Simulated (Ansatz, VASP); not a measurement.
# One calculation of Mg3SiO, two programs

```
Si O Mg
1.0
     4.18363    0.00000    0.00000
     0.00000    4.18363    0.00000
     0.00000    0.00000    4.18363
Si O Mg
1 1 3
Direct
  0.00000 0.00000 0.00000
  0.50000 0.50000 0.50000
  0.50000 0.50000 0.00000
  0.50000 0.00000 0.50000
  0.00000 0.50000 0.50000
```

Alike in both runs: task single point; functional r2SCAN; k mesh 6 × 6 × 6; occupations fermi-dirac, width 0.02 eV; no spin polarisation.

|  | VASP | Ansatz |
| --- | --- | --- |
| version | VASP 6.6.1 | Ansatz 0.2.0 |
| potentials or method | VASP PAW PBE potentials, release 64 (Si, O, Mg) | plane waves, PAW |
| plane-wave cutoff (eV) | 520 | 500 |
| valence electrons in the cell | 16 | 40 |

|  | VASP | Ansatz | Ansatz less VASP |
| --- | --- | --- | --- |
| pressure (GPa) | -0.6 | 0.0 | +0.59 |

VASP's potentials were made for PBE, not for r2SCAN. With one functional, cell and mesh, what is left measures potentials, basis and numerics. VASP's potentials hold 16 valence electrons a cell and Ansatz's 40, so a difference there can come from the potentials and not from the codes.
